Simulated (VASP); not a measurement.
Wanted: the native input for a VASP 6.6.1 run.

```yaml
Task: single point
Functional: PBE
Potentials_or_basis: VASP PAW PBE potentials, release 64 (Os)
Cutoff: 520 eV
k_mesh: 16 × 16 × 16
Occupations: fermi-dirac, width 0.1 eV
Spin: no spin polarisation
Dipole_correction: no
Further_INCAR_settings: ALGO = Normal; EDIFF = 1e-06; NBANDS = 10
```

The structure of Os lies in POSCAR:

```
Os
1.0
    0.0000000000      1.9540883346      1.9540883346
    1.9540883346      0.0000000000      1.9540883346
    1.9540883346      1.9540883346      0.0000000000
Os
1
Direct
    0.0000000000      0.0000000000      0.0000000000
```

This cell differs from its parent crystal: volume scaled by 1.04.

The input as run:

INCAR

```
PREC = Accurate
ENCUT = 520
EDIFF = 1E-6
ISMEAR = -1
SIGMA = 0.1
LREAL = False
LASPH = True
NELM = 80
ALGO = Normal
ISIF = 2
LWAVE = False
LCHARG = True
GGA = PE
LELF = True
LVHAR = True
NBANDS = 10
```

KPOINTS

```
regular mesh
0
Gamma
  16 16 16
```

Potentials or basis: VASP PAW PBE potentials, release 64 (Os).

Command:

```sh
$ cat potpaw_PBE.64/Os/POTCAR > POTCAR
$ mpirun -np 1 vasp_std > vasp.out
```

Results of the run:

```
Pressure               : -14.4 GPa
Band gap on the k mesh : zero (band 4 reaches 10.63 eV, above the bottom of band 5 at 6.89 eV)
```

Caveat: spin-orbit coupling is left out, which moves the levels of the heavy elements.

Wall time 15 s on 1 thread of Intel(R) Xeon(R) Platinum 8488C (Sapphire Rapids), on a shared host, peak memory 0.15 GiB.
